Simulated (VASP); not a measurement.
# Be (Fm-3m) in VASP: further runs

The runs below take Be through single point, with LDA.

Program: VASP 6.6.1. These are calculated values, not measurements. Logs are shortened: lines on timing, memory, paths and dates and some standing lists are left out, and cuts for length are marked.

**1. The cell of the first run**

Symmetry: Fm-3m, No. 225, cubic system. Conventional cell: a = 2.835 Å, b = 2.835 Å, c = 2.835 Å, α = 90.00°, β = 90.00°, γ = 90.00°. Within 2.7 Å of Be (site symmetry m-3m) lie 12 Be at 2.00 Å.

This isn't the form of Be at room conditions, which is hcp.

**2. Single point, LDA (5.70 Å³/atom)**

The input, INCAR:

```
ALGO     = Normal         # electronic algorithm
EDIFF    = 1E-6           # SCF threshold, eV
ENCUT    = 600            # plane-wave cutoff, eV
GGA      = CA             # functional
GGA_COMPAT= False        
ISIF     = 2              # what is computed and relaxed
ISMEAR   = -1             # smearing method
LASPH    = True           # aspherical terms in the spheres
LCHARG   = False          # write CHGCAR
LREAL    = False          # projectors in reciprocal space
LWAVE    = False          # write WAVECAR
NBANDS   = 7              # bands
NELM     = 120            # most SCF steps
PREC     = Accurate       # precision mode
SIGMA    = 0.05           # smearing width, eV
```

The input, KPOINTS:

```
k-points
0
Gamma
  21 21 21
```

The input, POSCAR:

```
Be
1.0
    0.0000000000      1.4175318365      1.4175318365
    1.4175318365      0.0000000000      1.4175318365
    1.4175318365      1.4175318365      0.0000000000
Be
1
Direct
    0.0000000000      0.0000000000      0.0000000000
```

Potentials or basis: VASP PAW LDA potentials, release 64 (Be).

Started as:

```console
> cat potpaw_LDA.64/Be/POTCAR > POTCAR
> mpirun -np 1 vasp_std > vasp.out
```

OUTCAR:

```text
EDIFF = 1E-6
   ENCUT = 600
   GGA = CA
   ISIF = 2
   ISMEAR = -1
   LASPH = True
   LREAL = False
   NELM = 120
   PREC = Accurate

 ion  position               nearest neighbor table
   1  0.000  0.000  0.000-

  LATTYP: Found a face centered cubic cell.
 ALAT       =     2.8350636730

  Lattice vectors:

 A1 = (   0.0000000000,   1.4175318365,   1.4175318365)
 A2 = (   1.4175318365,   0.0000000000,   1.4175318365)
 A3 = (   1.4175318365,   1.4175318365,   0.0000000000)

Analysis of symmetry for initial positions (statically):
=====================================================================
 Subroutine PRICEL returns:
 Original cell was already a primitive cell.

 Routine SETGRP: Setting up the symmetry group for a
 face centered cubic supercell.

 Subroutine GETGRP returns: Found 48 space group operations
 (whereof 48 operations were pure point group operations)
 out of a pool of 48 trial point group operations.

The static configuration has the point symmetry O_h .

Analysis of symmetry for dynamics (positions and initial velocities):
=====================================================================
 Subroutine PRICEL returns:
 Original cell was already a primitive cell.

 Routine SETGRP: Setting up the symmetry group for a
 face centered cubic supercell.

 Subroutine GETGRP returns: Found 48 space group operations
 (whereof 48 operations were pure point group operations)
 out of a pool of 48 trial point group operations.

The dynamic configuration has the point symmetry O_h .

 Subroutine INISYM returns: Found 48 space group operations
 (whereof 48 operations are pure point group operations),
 and found     1 'primitive' translations

----------------------------------------------------------------------------------------

                                     Primitive cell

  volume of cell :       5.6968

  direct lattice vectors                    reciprocal lattice vectors
     0.000000000  1.417531837  1.417531837    -0.352725764  0.352725764  0.352725764
     1.417531837  0.000000000  1.417531837     0.352725764 -0.352725764  0.352725764
     1.417531837  1.417531837  0.000000000     0.352725764  0.352725764 -0.352725764

  length of vectors
     2.004692748  2.004692748  2.004692748     0.610938944  0.610938944  0.610938944

  position of ions in fractional coordinates (direct lattice)
     0.000000000  0.000000000  0.000000000

  ion indices of the primitive-cell ions
   primitive index   ion index
                 1           1

----------------------------------------------------------------------------------------

 KPOINTS: k-points

Automatic generation of k-mesh.
 Grid dimensions read from file:
 generate k-points for:   21   21   21

 Generating k-lattice:

  Cartesian coordinates                     Fractional coordinates (reciprocal lattice)
    -0.016796465  0.016796465  0.016796465     0.047619048  0.000000000  0.000000000
     0.016796465 -0.016796465  0.016796465     0.000000000  0.047619048  0.000000000
     0.016796465  0.016796465 -0.016796465     0.000000000  0.000000000  0.047619048

  Length of vectors
     0.029092331  0.029092331  0.029092331

  Shift w.r.t. Gamma in fractional coordinates (k-lattice)
     0.000000000  0.000000000  0.000000000

 Subroutine IBZKPT returns following result:
 ===========================================

 Found    286 irreducible k-points:

 Following reciprocal coordinates:
            Coordinates               Weight
  0.000000  0.000000  0.000000      1.000000
  0.047619  0.000000  0.000000      8.000000
  0.095238  0.000000  0.000000      8.000000
  0.142857  0.000000  0.000000      8.000000
  0.190476  0.000000  0.000000      8.000000
  0.238095  0.000000  0.000000      8.000000
[... 16 lines left out ...]
 -0.428571  0.047619  0.000000     24.000000
 -0.380952  0.047619  0.000000     24.000000
 [... further k-points ...]
   k-points           NKPTS =    286   k-points in BZ     NKDIM =    286   number of bands    NBANDS=      7
   number of dos      NEDOS =    301   number of ions     NIONS =      1
   total plane-waves  NPLWV =   4096
   dimension x,y,z NGX =    16 NGY =   16 NGZ =   16
   dimension x,y,z NGXF=    32 NGYF=   32 NGZF=   32
   ions per type =               1
   NGX,Y,Z   is equivalent  to a cutoff of  13.27, 13.27, 13.27 a.u.
   NGXF,Y,Z  is equivalent  to a cutoff of  26.54, 26.54, 26.54 a.u.
 SYSTEM =  unknown system
   PREC   = accura    normal or accurate (medium, high low for compatibility)
   ISTART =      0    job   : 0-new  1-cont  2-samecut
   ICHARG =      2    charge: 1-file 2-atom 10-const
   ISPIN  =      1    spin polarized calculation?
   LNONCOLLINEAR =      F non collinear calculations
   LSORBIT =      F    spin-orbit coupling
   LASPH  =      T    aspherical Exc in radial PAW
   ENCUT  =  600.0 eV  44.10 Ry    6.64 a.u.   4.00  4.00  4.00*2*pi/ulx,y,z
   NELM   =    120;   NELMIN=  2; NELMDL= -5     # of ELM steps
   EDIFF  = 0.1E-05   stopping-criterion for ELM
   LREAL  =      F    real-space projection
   EDIFFG = 0.1E-04   stopping-criterion for IOM
   NSW    =      0    number of steps for IOM
   IBRION =     -1    ionic relax: 0-MD 1-quasi-New 2-CG
   NFREE  =      0    steps in history (QN), initial steepest desc. (CG)
   ISIF   =      2    stress and relaxation
   ISYM   =      2    0-nonsym 1-usesym 2-fastsym
   POTIM  = 0.5000    time-step for ionic-motion
   TEBEG  =    0.0;   TEEND  =   0.0 temperature during run
   PSTRESS=    0.0 pullay stress
   NELECT =       2.0000    total number of electrons
   NUPDOWN=      -1.0000    fix difference up-down
   EMIN   =  10.00;   EMAX   =-10.00  energy-range for DOS
   EFERMI =   0.00;   METHOD = LEGACY
   ISMEAR =    -1;   SIGMA  =   0.05  broadening in eV -4-tet -1-fermi 0-gaus
   EFERMI_NEDOS =   21; number of points for ismear=-14 and -15
   IALGO  =     38    algorithm
   IMIX   =      4    mixing-type and parameters
     AMIX     =   0.40;   BMIX     =  1.00
     AMIX_MAG =   1.60;   BMIX_MAG =  1.00
  volume/ion in A,a.u.               =       5.70        38.44
  Fermi-wavevector in a.u.,A,eV,Ry     =   1.154894  2.182433 18.147171  1.333779
  Thomas-Fermi vector in A             =   2.291527
   LORBIT       =      0    0 simple, 1 ext, 2 COOP (PROOUT), +10 PAW based schemes
   GGA     = CA    functional components
   LHFCALC =     F    Hartree Fock is set to
   AEXX    =    0.0000 exact exchange contribution
   IVDW    =     0    specifies the selected vdW correction
   LEPSILON=     F    determine dielectric tensor
   LRPA    =     F    only Hartree local field effects (RPA)
 non-spin polarized calculation
  energy-cutoff  :      600.00
  volume of cell :        5.70
 maximum number of plane-waves:       200
   NGX =  9   NGY =  9   NGZ =  9

 number of electron       2.0000000 magnetization

 Free energy of the ion-electron system (eV)
  ---------------------------------------------------
  ext. energy  EPLUGINS =         0.00000000
  ---------------------------------------------------
  free energy    TOTEN  =        -3.86295693 eV

  energy without entropy =       -3.86264366  energy(sigma->0) =       -3.86280029

 E-fermi :  10.3066     XC(G=0): -11.7566

 val. band max:       10.2469032930   @ k =  -0.2857   0.4762   0.1905
 cond. band min:      10.3689529355   @ k =  -0.3810   0.3333   0.0000
 fundamental gap:      0.1220496425
 Fermi energy:        10.3066352255

 k-point     1 :       0.0000    0.0000    0.0000
  band No.  band energies     occupation
      1      -3.2425      2.00000
      2      35.0718      0.00000
      3      35.0718      0.00000
      4      35.0718      0.00000
      5      46.0907      0.00000
      6      46.0907      0.00000
      7      46.0907      0.00000

 k-point     2 :       0.0476    0.0000    0.0000
  band No.  band energies     occupation
      1      -3.1624      2.00000
      2      34.2601      0.00000
      3      34.8915      0.00000
      4      34.8915      0.00000
      5      44.9056      0.00000
      6      46.4281      0.00000
      7      46.4281      0.00000

 k-point     3 :       0.0952    0.0000    0.0000
  band No.  band energies     occupation
      1      -2.9217      2.00000
      2      32.0798      0.00000
      3      34.4231      0.00000
      4      34.4231      0.00000
      5      44.1401      0.00000
      6      47.3036      0.00000
      7      47.3036      0.00000

 k-point     4 :       0.1429    0.0000    0.0000
  band No.  band energies     occupation
      1      -2.5200      2.00000
      2      29.1603      0.00000
      3      33.8136      0.00000
      4      33.8136      0.00000
      5      44.2594      0.00000
      6      48.2668      0.00000
      7      48.2668      0.00000

 k-point     5 :       0.1905    0.0000    0.0000
  band No.  band energies     occupation
      1      -1.9575      2.00000
      2      26.0140      0.00000
      3      33.1873      0.00000
      4      33.1873      0.00000
      5      44.9149      0.00000
      6      48.4033      0.00000
      7      48.4033      0.00000
[... 161 lines left out ...]
 k-point    22 :      -0.4762    0.0476    0.0000
  band No.  band energies     occupation
      1       3.6284      2.00000
      2      11.6760      0.00000
      3      30.8363      0.00000
      4      30.9820      0.00000
      5      40.5252      0.00000
      6      43.0066      0.00000
      7      47.2013      0.00000

 k-point    23 :      -0.4286    0.0476    0.0000
  band No.  band energies     occupation
      1       3.1221      2.00000
      2      12.4755      0.00000
      3      30.5744      0.00000
      4      31.3603      0.00000
      5      40.9867      0.00000
      6      42.9208      0.00000
      7      47.4791      0.00000

 k-point    24 :      -0.3810    0.0476    0.0000
  band No.  band energies     occupation
      1       2.1565      2.00000
      2      14.1721      0.00000
      3      30.4399      0.00000
      4      31.8133      0.00000
      5      41.7373      0.00000
      6      43.2054      0.00000
      7      48.0176      0.00000

 [... further k-points ...]
[... 5 lines left out ...]
  --------------------------------------------------------------------------------------
  -------------------------------------------------------------------------------------
  Total        2.0655788      2.0655788      2.0655788      0.0000000      0.0000000      0.0000000
  in kB      580.9301016    580.9301016    580.9301016      0.0000000      0.0000000      0.0000000
  external PRESSURE =     580.9301016 kB  Pullay stress =       0.0000000 kB

 VOLUME and BASIS-vectors are now :
 -----------------------------------------------------------------------------
  energy-cutoff  :      600.00
  volume of cell :        5.70
      direct lattice vectors                 reciprocal lattice vectors
     0.000000000  1.417531837  1.417531837    -0.352725764  0.352725764  0.352725764
     1.417531837  0.000000000  1.417531837     0.352725764 -0.352725764  0.352725764
     1.417531837  1.417531837  0.000000000     0.352725764  0.352725764 -0.352725764

 POSITION                                       TOTAL-FORCE (eV/Angst)
 -----------------------------------------------------------------------------------
      0.00000      0.00000      0.00000        -0.000000      0.000000     -0.000000
 -----------------------------------------------------------------------------------
    total drift:                                0.000000     -0.000000      0.000000

  FREE ENERGIE OF THE ION-ELECTRON SYSTEM (eV)
  ---------------------------------------------------
  free  energy   TOTEN  =        -3.8629569300 eV

  energy  without entropy=       -3.8626436561  energy(sigma->0) =       -3.86280029
```

Wall time 8 s (1 thread of Intel Xeon 8259CL, shared host); peak memory 0.11 GiB.

What came out:

```
Free energy            : -3.8630 eV
Pressure               : 58.1 GPa
Band gap on the k mesh : zero (bands 1 and 2 overlap by 0.63 eV)
```

Levels at points of the mesh, in eV from the Fermi level:
```
           k point  band 1  band 2  band 3  band 4  band 5  band 6
(0.00, 0.00, 0.00)  -13.55   24.77   24.77   24.77   35.78   35.78
```

Caveat: the cell stands under pressure.

**3. Single point, LDA**

This run uses another cell than the first one, of 6.90 Å³/atom.

The input, INCAR:

```
ALGO = Normal
EDIFF = 1E-6
ENCUT = 600
GGA = CA
GGA_COMPAT = False
ISIF = 2
ISMEAR = -1
LASPH = True
LCHARG = False
LREAL = False
LWAVE = False
NBANDS = 7
NELM = 120
PREC = Accurate
SIGMA = 0.05
```

KPOINTS is that of step 2.

The input, POSCAR:

```
Be
1.0
    0.0000000000      1.5107440758      1.5107440758
    1.5107440758      0.0000000000      1.5107440758
    1.5107440758      1.5107440758      0.0000000000
Be
1
Direct
    0.0000000000      0.0000000000      0.0000000000
```

Potentials or basis: VASP PAW LDA potentials, release 64 (Be).

Started as:

```console
> cat potpaw_LDA.64/Be/POTCAR > POTCAR
> mpirun -np 1 vasp_std > vasp.out
```

Wall time 20 s (1 thread of Intel Xeon 8259CL, shared host); peak memory 0.12 GiB.

It converged, with:

```yaml
Free_energy: -4.1092 eV
Pressure: 13.3 GPa
Band_gap_on_the_k_mesh: zero (bands 1 and 2 overlap by 0.56 eV)
```

Levels at points of the mesh, in eV from the Fermi level:
```
           k point  band 1  band 2  band 3  band 4
(0.00, 0.00, 0.00)  -12.49   21.24   21.24   21.24
```

Caveat: the cell stands under pressure.

**4. Single point, LDA (7.50 Å³/atom)**

This run uses another cell than the first one, of 7.50 Å³/atom.

The input, INCAR:

```
PREC = Accurate
ENCUT = 600
EDIFF = 1E-6
ISMEAR = -1
SIGMA = 0.05
LREAL = False
LASPH = True
NELM = 120
ALGO = Normal
ISIF = 2
LWAVE = False
LCHARG = False
NBANDS = 7
GGA_COMPAT = False
```

The input, KPOINTS:

```
regular mesh
0
Gamma
  21 21 21
```

The input, POSCAR:

```
Be
1.0
    0.0000000000      1.5533224679      1.5533224679
    1.5533224679      0.0000000000      1.5533224679
    1.5533224679      1.5533224679      0.0000000000
Be
1
Direct
    0.0000000000      0.0000000000      0.0000000000
```

Started as:

```console
> cat potpaw_LDA.64/Be/POTCAR > POTCAR
> mpirun -np 1 vasp_std > vasp.out
```

Wall time 21 s (1 thread of Intel Xeon 8259CL, shared host); peak memory 0.12 GiB.

It converged, with:

- Free energy: -4.1335 eV
- Pressure: 0.5 GPa
- Band gap on the k mesh: zero (bands 1 and 2 overlap by 0.53 eV)

Levels at points of the mesh, in eV from the Fermi level:
```csv
k point,band 1,band 2,band 3,band 4,band 5,band 6
"(0.00, 0.00, 0.00)",-12.03,19.85,19.85,19.85,30.06,30.06
```

(Continued in part 2 of 2.)

The gap in the log of VASP goes by the Fermi energy; the results here count the filled bands.